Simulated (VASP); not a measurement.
TiC (CsCl type), 2 atoms in the cell. Symmetry: Pm-3m, No. 221, cubic system. The conventional cell has a = 2.383 Å, b = 2.383 Å, c = 2.383 Å, α = 90.00°, β = 90.00°, γ = 90.00°. Ti (site symmetry m-3m) has 8 C at 2.06 Å and 6 Ti at 2.38 Å within 2.7 Å. Within 2.7 Å of C (site symmetry m-3m) lie 8 Ti at 2.06 Å and 6 C at 2.38 Å. 

* Program: VASP 6.6.1
* Task: single point
* Functional: PBE
* Potentials or basis: VASP PAW PBE potentials, release 64 (Ti_sv, C)
* Cutoff: 520 eV
* k mesh: 16 × 16 × 16
* Occupations: fermi-dirac, width 0.1 eV
* Spin: no spin polarisation
* Dipole correction: no
* Further INCAR settings: ALGO = Normal; EDIFF = 1e-06; NBANDS = 15

Potentials or basis: VASP PAW PBE potentials, release 64 (Ti_sv, C).

Command:

```bash
$ cat potpaw_PBE.64/Ti_sv/POTCAR potpaw_PBE.64/C/POTCAR > POTCAR
$ mpirun -np 1 vasp_std > vasp.out
```

Hardware: 1 thread of Intel Xeon 8259CL (shared host).

Question: Estimate the wall time of this run.

Answer: Run time: 38 s on 1 thread of Intel Xeon 8259CL, with other jobs on the host, peak memory 0.14 GiB. Counts: scf iterations 14, k points 165.
